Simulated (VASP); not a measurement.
# Si (P6_3/mmc) in VASP: a series of runs, part 2 of 2

VASP 6.6.1. The steps go on from the part before.

### 4 Single point, r2SCAN (strain +0.000 along x and y, +0.080 along z)

File POSCAR:

```
Si
1.0
    3.8313174605      0.0000000000      0.0000000000
   -1.9156587303      3.3180182508      0.0000000000
    0.0000000000      0.0000000000      6.8392317602
Si
4
Direct
    0.3333333333      0.6666666667      0.0630095000
    0.6666666667      0.3333333333      0.5630095000
    0.3333333333      0.6666666667      0.4369905000
    0.6666666667      0.3333333333      0.9369905000
```

File INCAR.step1:

```
PREC     = Accurate       # precision mode
ENCUT    = 520            # plane-wave cutoff, eV
ISMEAR   = 0              # smearing method
SIGMA    = 0.05           # smearing width, eV
LREAL    = False          # projectors in reciprocal space
LASPH    = True           # aspherical terms in the spheres
NELM     = 60             # most SCF steps
NBANDS   = 16             # bands
GGA      = PE             # functional
ALGO     = Normal         # electronic algorithm
EDIFF    = 1E-4           # SCF threshold, eV
LWAVE    = True           # write WAVECAR
LCHARG   = False          # write CHGCAR
```

File INCAR.step2:

```
PREC     = Accurate       # precision mode
ENCUT    = 520            # plane-wave cutoff, eV
EDIFF    = 1E-6           # SCF threshold, eV
ISMEAR   = 0              # smearing method
SIGMA    = 0.05           # smearing width, eV
LREAL    = False          # projectors in reciprocal space
LASPH    = True           # aspherical terms in the spheres
NELM     = 60             # most SCF steps
ALGO     = Normal         # electronic algorithm
ISIF     = 2              # what is computed and relaxed
LWAVE    = False          # write WAVECAR
LCHARG   = False          # write CHGCAR
METAGGA  = R2SCAN         # meta-GGA
LMIXTAU  = True         
NBANDS   = 16             # bands
ISTART   = 1
```

File KPOINTS:

```
regular mesh
0
Gamma
  12 12 6
```

Potentials or basis: VASP PAW PBE potentials, release 64 (Si).

On the command line:

```bash
$ cat potpaw_PBE.64/Si/POTCAR > POTCAR
$ cp INCAR.step1 INCAR
$ mpirun -np 1 vasp_std > vasp.out
$ cp INCAR.step2 INCAR
$ mpirun -np 1 vasp_std > vasp.out
```

OUTCAR:

```text
PREC = Accurate
   ENCUT = 520
   EDIFF = 1E-6
   ISMEAR = 0
   LREAL = False
   LASPH = True
   NELM = 60
   ISIF = 2
   METAGGA = R2SCAN
   ISTART = 1

 ion  position               nearest neighbor table
   1  0.333  0.667  0.063-   4 2.37   4 2.37   4 2.37   3 2.56
   2  0.667  0.333  0.563-   3 2.37   3 2.37   3 2.37   4 2.56
   3  0.333  0.667  0.437-   2 2.37   2 2.37   2 2.37   1 2.56
   4  0.667  0.333  0.937-   1 2.37   1 2.37   1 2.37   2 2.56

  LATTYP: Found a hexagonal cell.
 ALAT       =     3.8313174605
 C/A-ratio  =     1.7850861566

  Lattice vectors:

 A1 = (   3.8313174605,   0.0000000000,   0.0000000000)
 A2 = (  -1.9156587303,   3.3180182508,   0.0000000000)
 A3 = (   0.0000000000,   0.0000000000,   6.8392317602)

Analysis of symmetry for initial positions (statically):
=====================================================================
 Subroutine PRICEL returns:
 Original cell was already a primitive cell.

 Routine SETGRP: Setting up the symmetry group for a
 hexagonal supercell.

 Subroutine GETGRP returns: Found 24 space group operations
 (whereof 12 operations were pure point group operations)
 out of a pool of 24 trial point group operations.

The static configuration has the point symmetry D_3d.
 The point group associated with its full space group is D_6h.

Analysis of symmetry for dynamics (positions and initial velocities):
=====================================================================
 Subroutine PRICEL returns:
 Original cell was already a primitive cell.

 Routine SETGRP: Setting up the symmetry group for a
 hexagonal supercell.

 Subroutine GETGRP returns: Found 24 space group operations
 (whereof 12 operations were pure point group operations)
 out of a pool of 24 trial point group operations.
[... 123 lines left out ...]
   IALGO  =     38    algorithm
   IMIX   =      4    mixing-type and parameters
     AMIX     =   0.40;   BMIX     =  1.00
     AMIX_MAG =   1.60;   BMIX_MAG =  1.00
  volume/ion in A,a.u.               =      21.74       146.68
  Fermi-wavevector in a.u.,A,eV,Ry     =   0.931187  1.759688 11.797729  0.867109
  Thomas-Fermi vector in A             =   2.057654
   LORBIT       =      0    0 simple, 1 ext, 2 COOP (PROOUT), +10 PAW based schemes
   METAGGA = R2SCAN    functional components
   LHFCALC =     F    Hartree Fock is set to
   AEXX    =    0.0000 exact exchange contribution
   IVDW    =     0    specifies the selected vdW correction
   LEPSILON=     F    determine dielectric tensor
   LRPA    =     F    only Hartree local field effects (RPA)
 non-spin polarized calculation
 Gauss-broadening in eV      SIGMA  =   0.05
  energy-cutoff  :      520.00
  volume of cell :       86.94
 maximum number of plane-waves:      2367
   NGX = 15   NGY = 15   NGZ = 25

 number of electron      15.9999999 magnetization

 Free energy of the ion-electron system (eV)
  ---------------------------------------------------
  ext. energy  EPLUGINS =         0.00000000
  ---------------------------------------------------
  free energy    TOTEN  =       -34.72337495 eV

  energy without entropy =      -34.72337495  energy(sigma->0) =      -34.72337495

 E-fermi :   5.4282     XC(G=0):  -9.5298

 val. band max:        5.1790570445   @ k =   0.0000   0.0000   0.0000
 cond. band min:       5.9286391365   @ k =   0.4167   0.0000   0.3333
 fundamental gap:      0.7495820920
 Fermi energy:         5.4282117976

 k-point     1 :       0.0000    0.0000    0.0000
  band No.  band energies     occupation
      1      -7.0627      2.00000
      2      -5.3272      2.00000
      3      -1.8293      2.00000
      4       4.0574      2.00000
      5       4.0574      2.00000
      6       4.6939      2.00000
[... 433 lines left out ...]
      3      -1.6782      2.00000
      4       0.3062      2.00000
      5       0.7213      2.00000
      6       2.7781      2.00000
[... 8 lines left out ...]
     15      12.8377      0.00000
     16      12.9435      0.00000

 [... further k-points ...]

------------------------ aborting loop because EDIFF is reached ----------------------------------------

  FORCE on cell =-STRESS in cart. coord.  units (eV):
  Direction    XX          YY          ZZ          XY          YZ          ZX
  --------------------------------------------------------------------------------------
  -------------------------------------------------------------------------------------
  Total       -0.7722985     -0.7722985     -7.8674270      0.0000000     -0.0000000      0.0000000
  in kB      -14.2318564    -14.2318564   -144.9803264      0.0000000     -0.0000000      0.0000000
  external PRESSURE =     -57.8146797 kB  Pullay stress =       0.0000000 kB

 VOLUME and BASIS-vectors are now :
 -----------------------------------------------------------------------------
  energy-cutoff  :      520.00
  volume of cell :       86.94
      direct lattice vectors                 reciprocal lattice vectors
     3.831317461  0.000000000  0.000000000     0.261006823  0.150692360  0.000000000
    -1.915658730  3.318018251  0.000000000     0.000000000  0.301384720  0.000000000
     0.000000000  0.000000000  6.839231760     0.000000000  0.000000000  0.146215253

 POSITION                                       TOTAL-FORCE (eV/Angst)
 -----------------------------------------------------------------------------------
     -0.00000      2.21201      0.43094        -0.000000     -0.000000      0.329553
      1.91566      1.10601      3.85055        -0.000000      0.000000      0.329553
     -0.00000      2.21201      2.98868         0.000000     -0.000000     -0.329553
      1.91566      1.10601      6.40830         0.000000      0.000000     -0.329553
 -----------------------------------------------------------------------------------
    total drift:                               -0.000000      0.000000     -0.000000

  FREE ENERGIE OF THE ION-ELECTRON SYSTEM (eV)
  ---------------------------------------------------
  free  energy   TOTEN  =       -34.7233749512 eV

  energy  without entropy=      -34.7233749512  energy(sigma->0) =      -34.72337495
```

OUTCAR.step1:

```text
PREC = Accurate
   ENCUT = 520
   ISMEAR = 0
   LREAL = False
   LASPH = True
[... 686 lines left out ...]
     -0.00000      2.21201      0.43094        -0.000000     -0.000000      0.363711
      1.91566      1.10601      3.85055        -0.000000      0.000000      0.363711
     -0.00000      2.21201      2.98868         0.000000     -0.000000     -0.363711
      1.91566      1.10601      6.40830        -0.000000      0.000000     -0.363711
 -----------------------------------------------------------------------------------
    total drift:                               -0.000000      0.000000     -0.000000

  FREE ENERGIE OF THE ION-ELECTRON SYSTEM (eV)
  ---------------------------------------------------
  free  energy   TOTEN  =       -21.3910802114 eV

  energy  without entropy=      -21.3910802113  energy(sigma->0) =      -21.39108021
```

Wall time 4.7 min (1 thread of Intel Xeon Platinum 8259CL at 2.50GHz (Skylake/Cascade Lake), shared host); peak memory 0.24 GiB.

What came out:

- Free energy: -34.7234 eV
- Pressure: -5.8 GPa
- Largest force: 0.330 eV/Å
- Band gap on the k mesh: 0.75 eV (least direct gap 1.09 eV)

Forces on the atoms (eV/Å):
```
Si   0.000  0.000  0.330
Si   0.000  0.000  0.330
Si   0.000  0.000 -0.330
Si   0.000  0.000 -0.330
```

Levels at points of the mesh, in eV from the valence-band top:
```
           k point  band 4  band 5  band 6  band 7  band 8  band 9  band 10  band 11  band 12  band 13
(0.00, 0.00, 0.00)   -1.12   -1.12   -0.49    0.00    0.00    1.09     1.96     2.61     2.61     3.76
(0.50, 0.00, 0.00)   -6.34   -4.38   -2.75   -2.70   -1.55    1.06     2.40     3.10     3.43     3.75
(0.00, 0.00, 0.50)   -4.51   -0.66   -0.66   -0.66   -0.66    2.52     2.52     3.42     3.42     3.42
(0.50, 0.00, 0.50)   -7.31   -2.60   -2.60   -2.25   -2.25    0.97     0.97     1.92     1.92     5.84
```

Caveat: the cell differs from its parent crystal (strain +0.000 along x and y, +0.080 along z); the cell stands under tension; the PAW data sets were made with another functional, which shifts forces and pressure a little.

### 5 Summary

```tsv
cell	gap on the mesh (eV)	pressure (GPa)	largest force (eV/Å)
a = 3.831, b = 3.831, c = 6.586 Å, angles 90.0, 90.0, 120.0°, 4 atoms	0.85	-3.4	0.27
a = 4.138, b = 4.138, c = 5.826 Å, angles 90.0, 90.0, 120.0°, 4 atoms	none	-2.2	2.14
a = 3.831, b = 3.831, c = 6.839 Å, angles 90.0, 90.0, 120.0°, 4 atoms	0.75	-5.8	0.33
```

Alike in all rows: task single point; level r2SCAN; potentials or basis VASP PAW PBE potentials, release 64 (Si); no spin polarisation; k mesh 12 × 12 × 6; cutoff (eV) 520; smearing gaussian 0.05 eV.

Caveats: the PAW data sets were made with another functional, which shifts forces and pressure a little; the cell stands under tension (at least some runs); semilocal functionals underestimate gaps, so a narrow gap can read as zero (at least some runs).

Absolute energies hang on the potentials; compare differences alone.
